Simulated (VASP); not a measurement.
# SnH2 (Fm-3m) in VASP: further runs, part 2 of 2

VASP 6.6.1. Earlier steps stand in the parts before.

## Step 3: Relaxation of cell and atoms, PBE

This run uses another cell than the first one, of 6.59 Å³/atom, 0.509 times its volume.

File INCAR:

```
ALGO     = Normal         # electronic algorithm
EDIFF    = 1E-6           # SCF threshold, eV
EDIFFG   = -0.005         # ionic threshold
ENCUT    = 600            # plane-wave cutoff, eV
GGA      = PE             # functional
IBRION   = 2              # ionic algorithm
ISIF     = 3              # what is computed and relaxed
ISMEAR   = -1             # smearing method
LASPH    = T              # aspherical terms in the spheres
LCHARG   = F              # write CHGCAR
LREAL    = F              # projectors in reciprocal space
LWAVE    = F              # write WAVECAR
NELM     = 100            # most SCF steps
NSW      = 80             # ionic steps
PREC     = Accurate       # precision mode
SIGMA    = 0.02           # smearing width, eV
```

File KPOINTS:

```
k-points
0
Gamma
  10 10 10
```

File POSCAR:

```
SnH2
1.0
    0.0000000000      2.1461958874      2.1461958874
    2.1461958874      0.0000000000      2.1461958874
    2.1461958874      2.1461958874      0.0000000000
Sn H
1 2
Direct
    0.0000000000      0.0000000000      0.0000000000
    0.2500000000      0.2500000000      0.2500000000
    0.7500000000      0.7500000000      0.7500000000
```

Potentials or basis: VASP PAW PBE potentials, release 64 (Sn_d, H).

Run with:

```bash
cat potpaw_PBE.64/Sn_d/POTCAR potpaw_PBE.64/H/POTCAR > POTCAR
mpirun -np 1 vasp_std > vasp.out
```

OUTCAR:

```text
EDIFF = 1E-6
   EDIFFG = -0.005
   ENCUT = 600
   GGA = PE
   IBRION = 2
   ISIF = 3
   ISMEAR = -1
   LASPH = T
   LREAL = F
   NELM = 100
   NSW = 80
   PREC = Accurate

 ion  position               nearest neighbor table
   1  0.000  0.000  0.000-   2 1.86   3 1.86   3 1.86   3 1.86   3 1.86   2 1.86   2 1.86   2 1.86

   2  0.250  0.250  0.250-   1 1.86   1 1.86   1 1.86   1 1.86
   3  0.750  0.750  0.750-   1 1.86   1 1.86   1 1.86   1 1.86

  LATTYP: Found a face centered cubic cell.
 ALAT       =     4.2923917748

  Lattice vectors:

 A1 = (   0.0000000000,   2.1461958874,   2.1461958874)
 A2 = (   2.1461958874,   0.0000000000,   2.1461958874)
 A3 = (   2.1461958874,   2.1461958874,   0.0000000000)

Analysis of symmetry for initial positions (statically):
=====================================================================
 Subroutine PRICEL returns:
 Original cell was already a primitive cell.

 Routine SETGRP: Setting up the symmetry group for a
 face centered cubic supercell.

 Subroutine GETGRP returns: Found 48 space group operations
 (whereof 48 operations were pure point group operations)
 out of a pool of 48 trial point group operations.

The static configuration has the point symmetry O_h .

Analysis of symmetry for dynamics (positions and initial velocities):
=====================================================================
 Subroutine PRICEL returns:
 Original cell was already a primitive cell.

 Routine SETGRP: Setting up the symmetry group for a
 face centered cubic supercell.

 Subroutine GETGRP returns: Found 48 space group operations
 (whereof 48 operations were pure point group operations)
 out of a pool of 48 trial point group operations.

The dynamic configuration has the point symmetry O_h .

 Subroutine INISYM returns: Found 48 space group operations
 (whereof 48 operations are pure point group operations),
 and found     1 'primitive' translations

----------------------------------------------------------------------------------------

                                     Primitive cell

  volume of cell :      19.7714

  direct lattice vectors                    reciprocal lattice vectors
     0.000000000  2.146195887  2.146195887    -0.232970347  0.232970347  0.232970347
     2.146195887  0.000000000  2.146195887     0.232970347 -0.232970347  0.232970347
     2.146195887  2.146195887  0.000000000     0.232970347  0.232970347 -0.232970347

  length of vectors
     3.035179331  3.035179331  3.035179331     0.403516477  0.403516477  0.403516477

  position of ions in fractional coordinates (direct lattice)
     0.000000000  0.000000000  0.000000000
     0.250000000  0.250000000  0.250000000
     0.750000000  0.750000000  0.750000000

  ion indices of the primitive-cell ions
   primitive index   ion index
                 1           1
                 2           2
                 3           3

----------------------------------------------------------------------------------------

 KPOINTS: k-points

Automatic generation of k-mesh.
 Grid dimensions read from file:
 generate k-points for:   10   10   10

 Generating k-lattice:

  Cartesian coordinates                     Fractional coordinates (reciprocal lattice)
    -0.023297035  0.023297035  0.023297035     0.100000000  0.000000000  0.000000000
     0.023297035 -0.023297035  0.023297035     0.000000000  0.100000000  0.000000000
     0.023297035  0.023297035 -0.023297035     0.000000000  0.000000000  0.100000000

  Length of vectors
     0.040351648  0.040351648  0.040351648

  Shift w.r.t. Gamma in fractional coordinates (k-lattice)
     0.000000000  0.000000000  0.000000000

 Subroutine IBZKPT returns following result:
 ===========================================

 Found     47 irreducible k-points:

 Following reciprocal coordinates:
            Coordinates               Weight
  0.000000  0.000000  0.000000      1.000000
  0.100000  0.000000  0.000000      8.000000
  0.200000  0.000000  0.000000      8.000000
  0.300000  0.000000  0.000000      8.000000
  0.400000  0.000000  0.000000      8.000000
  0.500000  0.000000  0.000000      4.000000
[... 16 lines left out ...]
  0.300000  0.300000  0.000000      6.000000
  0.400000  0.300000  0.000000     24.000000
 [... further k-points ...]
   k-points           NKPTS =     47   k-points in BZ     NKDIM =     47   number of bands    NBANDS=     12
   number of dos      NEDOS =    301   number of ions     NIONS =      3
   total plane-waves  NPLWV =  13824
   dimension x,y,z NGX =    24 NGY =   24 NGZ =   24
   dimension x,y,z NGXF=    48 NGYF=   48 NGZF=   48
   ions per type =               1   2
   NGX,Y,Z   is equivalent  to a cutoff of  13.15, 13.15, 13.15 a.u.
   NGXF,Y,Z  is equivalent  to a cutoff of  26.29, 26.29, 26.29 a.u.
 SYSTEM =  unknown system
   PREC   = accura    normal or accurate (medium, high low for compatibility)
   ISTART =      0    job   : 0-new  1-cont  2-samecut
   ICHARG =      2    charge: 1-file 2-atom 10-const
   ISPIN  =      1    spin polarized calculation?
   LNONCOLLINEAR =      F non collinear calculations
   LSORBIT =      F    spin-orbit coupling
   LASPH  =      T    aspherical Exc in radial PAW
   ENCUT  =  600.0 eV  44.10 Ry    6.64 a.u.   6.06  6.06  6.06*2*pi/ulx,y,z
   NELM   =    100;   NELMIN=  2; NELMDL= -5     # of ELM steps
   EDIFF  = 0.1E-05   stopping-criterion for ELM
   LREAL  =      F    real-space projection
   EDIFFG = -.5E-02   stopping-criterion for IOM
   NSW    =     80    number of steps for IOM
   IBRION =      2    ionic relax: 0-MD 1-quasi-New 2-CG
   NFREE  =      1    steps in history (QN), initial steepest desc. (CG)
   ISIF   =      3    stress and relaxation
   ISYM   =      2    0-nonsym 1-usesym 2-fastsym
   POTIM  = 0.5000    time-step for ionic-motion
   TEBEG  =    0.0;   TEEND  =   0.0 temperature during run
   PSTRESS=    0.0 pullay stress
   NELECT =      16.0000    total number of electrons
   NUPDOWN=      -1.0000    fix difference up-down
   EMIN   =  10.00;   EMAX   =-10.00  energy-range for DOS
   EFERMI =   0.00;   METHOD = LEGACY
   ISMEAR =    -1;   SIGMA  =   0.02  broadening in eV -4-tet -1-fermi 0-gaus
   EFERMI_NEDOS =   21; number of points for ismear=-14 and -15
   IALGO  =     38    algorithm
   IMIX   =      4    mixing-type and parameters
     AMIX     =   0.40;   BMIX     =  1.00
     AMIX_MAG =   1.60;   BMIX_MAG =  1.00
  volume/ion in A,a.u.               =       6.59        44.47
  Fermi-wavevector in a.u.,A,eV,Ry     =   1.525582  2.882931 31.666193  2.327399
  Thomas-Fermi vector in A             =   2.633732
   LORBIT       =      0    0 simple, 1 ext, 2 COOP (PROOUT), +10 PAW based schemes
   GGA     = PE    functional components
   LHFCALC =     F    Hartree Fock is set to
   AEXX    =    0.0000 exact exchange contribution
   IVDW    =     0    specifies the selected vdW correction
   LEPSILON=     F    determine dielectric tensor
   LRPA    =     F    only Hartree local field effects (RPA)
 conjugate gradient relaxation of ions
 non-spin polarized calculation
  energy-cutoff  :      600.00
  volume of cell :       19.77
 maximum number of plane-waves:       678
   NGX = 13   NGY = 13   NGZ = 13

--------------------------------------- Ionic step        1  -------------------------------------------

 number of electron      16.0000007 magnetization

 Free energy of the ion-electron system (eV)
  ---------------------------------------------------
  ext. energy  EPLUGINS =         0.00000000
  ---------------------------------------------------
  free energy    TOTEN  =        -5.02579104 eV

  energy without entropy =       -5.02498330  energy(sigma->0) =       -5.02538717

 E-fermi :  14.9963     XC(G=0): -12.9222

 val. band max:       14.8126977377   @ k =   0.4000   0.2000   0.1000
 cond. band min:      15.0317508319   @ k =  -0.3000   0.3000   0.1000
 fundamental gap:      0.2190530942
 Fermi energy:        14.9963087189

 k-point     1 :       0.0000    0.0000    0.0000
  band No.  band energies     occupation
      1      -7.7651      2.00000
      2      -7.7651      2.00000
      3      -7.7651      2.00000
      4      -7.4413      2.00000
      5      -7.4413      2.00000
      6      -3.3937      2.00000
      7      12.2784      2.00000
      8      23.8437      0.00000
      9      23.8437      0.00000
     10      23.8437      0.00000
     11      25.7434      0.00000
     12      25.7434      0.00000
[... 449 lines left out ...]
  FREE ENERGIE OF THE ION-ELECTRON SYSTEM (eV)
  ---------------------------------------------------
  free  energy   TOTEN  =        -9.0108859960 eV

  energy  without entropy=       -9.0095504930  energy(sigma->0) =       -9.01021824

[... ionic steps 4 to 17 ...]

--------------------------------------- Ionic step       18  -------------------------------------------

 number of electron      15.9999992 magnetization

------------------------ aborting loop because EDIFF is reached ----------------------------------------
[... 69 lines left out ...]
--------------------------------------- Ionic step       20  -------------------------------------------

 number of electron      15.9999991 magnetization

 Free energy of the ion-electron system (eV)
  ---------------------------------------------------
  ext. energy  EPLUGINS =         0.00000000
  ---------------------------------------------------
  free energy    TOTEN  =        -9.01168080 eV

  energy without entropy =       -9.01045592  energy(sigma->0) =       -9.01106836

 E-fermi :   5.8322     XC(G=0):  -9.6285

 val. band max:        5.6975212589   @ k =  -0.4000   0.5000   0.1000
 cond. band min:       5.8465772805   @ k =  -0.2000   0.1000   0.0000
 fundamental gap:      0.1490560215
 Fermi energy:         5.8321690617

 k-point     1 :       0.0000    0.0000    0.0000
  band No.  band energies     occupation
      1     -15.9935      2.00000
      2     -15.9935      2.00000
      3     -15.9935      2.00000
      4     -15.9702      2.00000
      5     -15.9702      2.00000
      6      -5.5869      2.00000
      7       4.8790      2.00000
      8      10.2566      0.00000
      9      10.2566      0.00000
     10      10.2566      0.00000
     11      10.7377      0.00000
     12      13.7654      0.00000
[... 375 lines left out ...]
  FREE ENERGIE OF THE ION-ELECTRON SYSTEM (eV)
  ---------------------------------------------------
  free  energy   TOTEN  =        -9.0116807994 eV

  energy  without entropy=       -9.0104559233  energy(sigma->0) =       -9.01106836

 reached required accuracy - stopping structural energy minimisation
```

Run time: 56 s. Hardware: 1 thread of AMD EPYC 9R45 (Zen 5), shared host; peak memory 0.12 GiB.

Results:

```
Free energy                            : -9.0117 eV
Relaxed volume                         : 12.80 Å³/atom
Relaxed cell                           : a = 3.787 Å, b = 3.787 Å, c = 3.787 Å, α = 60.00°, β = 60.00°, γ = 60.00°
Space group after relaxing (to 0.05 Å) : Fm-3m (No. 225)
Energy gained by relaxing              : 1328.6 meV/atom
Ionic steps                            : 20
Pressure after relaxing                : 0.0 GPa
Band gap on the k mesh                 : zero (band 8 reaches 10.26 eV, above the bottom of band 9 at 5.06 eV)
```

Step by step:
| step | energy change (eV) | largest force (eV/Å) | pressure (GPa) | volume (Å³) |
| --- | --- | --- | --- | --- |
| 1 | 0.0000 | 0.0000 | 125.38 | 19.77 |
| 2 | -3.9858 | 0.0000 | -0.16 | 38.51 |
| 3 | -3.9851 | 0.0000 | 0.54 | 37.94 |
| 4 | -3.9851 | 0.0000 | 0.56 | 37.94 |
| 5 | -3.9851 | 0.0000 | 0.51 | 37.95 |
| 6 | -3.9851 | 0.0000 | 0.54 | 37.95 |
| 7 | -3.9851 | 0.0000 | 0.54 | 37.95 |
| 8 | -3.9851 | 0.0000 | 0.54 | 37.95 |
| 9 | -3.9851 | 0.0000 | 0.55 | 37.95 |
| 10 | -3.9851 | 0.0000 | 0.55 | 37.95 |
| 11 | -3.9851 | 0.0000 | 0.56 | 37.95 |
| 12 | -3.9851 | 0.0000 | 0.57 | 37.95 |
| 13 | -3.9852 | 0.0000 | 0.51 | 37.96 |
| 14 | -3.9852 | 0.0000 | 0.52 | 37.97 |
| 15 | -3.9853 | 0.0000 | 0.48 | 37.99 |
| 16 | -3.9854 | 0.0000 | 0.44 | 38.03 |
| 17 | -3.9856 | 0.0000 | 0.36 | 38.12 |
| 18 | -3.9858 | 0.0000 | 0.15 | 38.28 |
| 19 | -3.9857 | 0.0000 | -0.30 | 38.62 |
| 20 | -3.9859 | 0.0000 | -0.01 | 38.39 |

Final structure:
```
Sn H
1.0
     0.00000    2.67761    2.67761
     2.67761    0.00000    2.67761
     2.67761    2.67761    0.00000
Sn H
1 2
Cartesian
  0.0000 0.0000 0.0000
  1.3388 1.3388 1.3388
  4.0164 4.0164 4.0164
```

Caveat: the volume moved by over 15 % at a fixed basis, so the end points are rough; spin-orbit coupling is left out, which moves the levels of the heavy elements.
